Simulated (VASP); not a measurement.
Crystal: Al2P.

```xyz
6
Lattice="6.2297 0.0000 0.0000 0.0000 6.2297 0.0000 0.0000 0.0000 3.0803" Properties=species:S:1:pos:R:3 pbc="T T T"
Al    1.7153    1.7153    0.0000
Al    4.5145    4.5145    0.0000
Al    4.8302    1.3996    1.5401
Al    1.3996    4.8302    1.5401
P     0.0000    0.0000    0.0000
P     3.1149    3.1149    1.5401
```

- Program: VASP 6.6.1
- Task: relaxation of cell and atoms
- Functional: PBE
- Potentials or basis: VASP PAW PBE potentials, release 64 (Al, P)
- Cutoff: 600 eV
- k mesh: 6 × 6 × 12
- Occupations: gaussian, width 0.1 eV
- Spin: no spin polarisation

At the start: pressure 0.6 GPa; volume 19.92 Å³/atom.

Problem. How do energy, volume and symmetry change on relaxing?

Solution. Over 11 steps the energy falls by 125.2 meV/atom and the volume is 20.42 Å³/atom (+2.5 %); space group P4_2/mnm (No. 136, to 0.05 Å).

Step by step:
| step | energy change (eV) | largest force (eV/Å) | pressure (GPa) | volume (Å³) |
| --- | --- | --- | --- | --- |
| 1 | 0.0000 | 0.1914 | 0.56 | 119.54 |
| 2 | -0.1598 | 0.3966 | 0.06 | 120.68 |
| 3 | -0.5666 | 0.8127 | -0.47 | 123.25 |
| 4 | -0.6924 | 0.4906 | -0.33 | 122.88 |
| 5 | -0.7273 | 0.1756 | -0.05 | 122.47 |
| 6 | -0.7508 | 0.0098 | 0.07 | 122.30 |
| 7 | -0.7513 | 0.0179 | 0.12 | 122.27 |
| 8 | -0.7513 | 0.0217 | 0.12 | 122.26 |
| 9 | -0.7514 | 0.0110 | -0.05 | 122.65 |
| 10 | -0.7514 | 0.0129 | -0.02 | 122.58 |
| 11 | -0.7515 | 0.0058 | -0.01 | 122.53 |

Final structure:
```
Al P
1.0
     5.87835    0.00000    0.00000
     0.00000    5.87835    0.00000
     0.00000    0.00000    3.54607
Al P
4 2
Direct
  0.29317 0.29317 0.00000
  0.70683 0.70683 0.00000
  0.79317 0.20683 0.50000
  0.20683 0.79317 0.50000
  0.00000 0.00000 0.00000
  0.50000 0.50000 0.50000
```
